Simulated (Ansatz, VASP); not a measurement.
# Li: VASP beside Ansatz

```
CELL_PARAMETERS angstrom
0.00000 -2.09548 -2.09548
0.00000 2.09548 -2.09548
4.19096 0.00000 0.00000
ATOMIC_POSITIONS crystal
Li 0.55068 0.50000 0.50000
Li 0.94932 0.00000 0.00000
```

Change from the starting cell: mode 4 frozen in at -0.106 Å and mode 5 at -0.106 Å (largest displacements).

Alike in both runs: task single point; functional PBEsol; dispersion D3(BJ); k mesh 16 × 16 × 10; occupations gaussian, width 0.15 eV; no spin polarisation.

|  | VASP | Ansatz |
| --- | --- | --- |
| version | VASP 6.6.1 | Ansatz 0.2.0 |
| potentials or method | VASP PAW PBE potentials, release 64 (Li_sv), cutoff 520 eV | scalar-relativistic, plane waves, PAW |
| valence electrons in the cell | 6 | 6 |

Ansatz gave:

| Item | Value |
| --- | --- |
| gap on the k mesh at the Fermi level (eV) | none |
| rms of the force components (eV/Å) | 0.133 |

Problem. Which values does VASP return?

Solution. gap on the k mesh at the Fermi level (eV): none; rms of the force components (eV/Å): 0.132.

VASP's potentials were made for PBE, not for PBEsol. Atom by atom the forces differ by 0.000 eV/Å (rms over components). A gap of «none» marks a metal or a gap that the smearing closes.

Noted on VASP's run: the cutoff is short for stress, so the pressure is rough.
